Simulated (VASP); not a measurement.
Wanted: the native input for a VASP 6.6.1 run.

```yaml
Task: single point
Functional: r2SCAN
Potentials_or_basis: VASP PAW PBE potentials, release 64 (Hf_pv, O)
Cutoff: 520 eV
k_mesh: 6 × 6 × 8
Occupations: gaussian, width 0.02 eV
Spin: no spin polarisation
Dipole_correction: no
Further_INCAR_settings: ALGO = Normal; EDIFF = 1e-07; NBANDS = 31
```

The system is HfO2.

```
Hf O
1.0
     4.74144    0.00000    0.00000
     0.00000    4.74144    0.00000
     0.00000    0.00000    3.26395
Hf O
2 4
Direct
  0.00000 0.00000 0.00000
  0.50000 0.50000 0.50000
  0.19396 0.80604 0.50000
  0.30604 0.30604 0.00000
  0.69396 0.69396 0.00000
  0.80604 0.19396 0.50000
```

These files were run (other wordings do the same):

POSCAR

```
HfO2
1.0
    4.7414395631      0.0000000000      0.0000000000
    0.0000000000      4.7414395631      0.0000000000
    0.0000000000      0.0000000000      3.2639546188
Hf O
2 4
Direct
    0.0000000000      0.0000000000      0.0000000000
    0.5000000000      0.5000000000      0.5000000000
    0.1939622332      0.8060377668      0.5000000000
    0.3060377668      0.3060377668      0.0000000000
    0.6939622332      0.6939622332      0.0000000000
    0.8060377668      0.1939622332      0.5000000000
```

INCAR.step1

```
SYSTEM = HfO2
PREC = Accurate ; ENCUT = 520
ISMEAR = 0 ; SIGMA = 0.02
LREAL = .False. ; LASPH = .True.
NELM = 100 ; NBANDS = 31
GGA = PE ; ALGO = Normal
EDIFF = 1E-4 ; LWAVE = .True.
LCHARG = .False.
```

INCAR.step2

```
SYSTEM = HfO2
PREC = Accurate ; ENCUT = 520
EDIFF = 1E-7 ; ISMEAR = 0
SIGMA = 0.02 ; LREAL = .False.
LASPH = .True. ; NELM = 100
ALGO = Normal ; ISIF = 2
LWAVE = .False. ; LCHARG = .False.
METAGGA = R2SCAN ; LMIXTAU = .True.
NBANDS = 31 ; ISTART = 1
```

KPOINTS

```
Automatic mesh
0
Gamma
  6 6 8
  0 0 0
```

Potentials or basis: VASP PAW PBE potentials, release 64 (Hf_pv, O).

Command:

```sh
$ cat potpaw_PBE.64/Hf_pv/POTCAR potpaw_PBE.64/O/POTCAR > POTCAR
$ cp INCAR.step1 INCAR
$ mpirun -np 1 vasp_std > vasp.out
$ cp INCAR.step2 INCAR
$ mpirun -np 1 vasp_std > vasp.out
```

Results of the run:

- Pressure: 2.1 GPa
- Largest force: 0.035 eV/Å
- Band gap on the k mesh: 4.60 eV

Caveat: the stress differs along the axes, from -4 to 5 GPa; the PAW data sets were made with another functional, which shifts forces and pressure a little; spin-orbit coupling is left out, which moves the levels of the heavy elements.

Run time: 6.9 min on 1 thread of Intel Xeon 8259CL, with other jobs on the host, peak memory 0.24 GiB.
